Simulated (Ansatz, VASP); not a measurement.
**Ca in VASP and in Ansatz**

```xyz
1
Lattice="0.0000 2.7068 2.9775 2.7068 0.0000 2.9775 2.7068 2.7068 0.0000" Properties=species:S:1:pos:R:3 pbc="T T T"
Ca    0.0000    0.0000    0.0000
```

Alike in both runs: task single point; functional PBEsol; k mesh 16 × 16 × 16; occupations gaussian, width 0.15 eV; no spin polarisation.

|  | VASP | Ansatz |
| --- | --- | --- |
| version | VASP 6.6.1 | Ansatz 0.2.0 |
| potentials or method | VASP PAW PBE potentials, release 64 (Ca_sv), cutoff 520 eV | scalar-relativistic, plane waves, PAW |
| valence electrons in the cell | 10 | 10 |

|  | VASP | Ansatz | Ansatz less VASP |
| --- | --- | --- | --- |
| gap on the k mesh at the Fermi level (eV) | none | none | - |
| pressure (GPa) | -1.1 | -1.2 | -0.02 |
| traceless stress, the component that is largest in VASP (GPa) | -0.72 | -0.72 | -0.001 |

VASP's potentials were made for PBE, not for PBEsol. A gap of «none» marks a metal or a gap that the smearing closes.
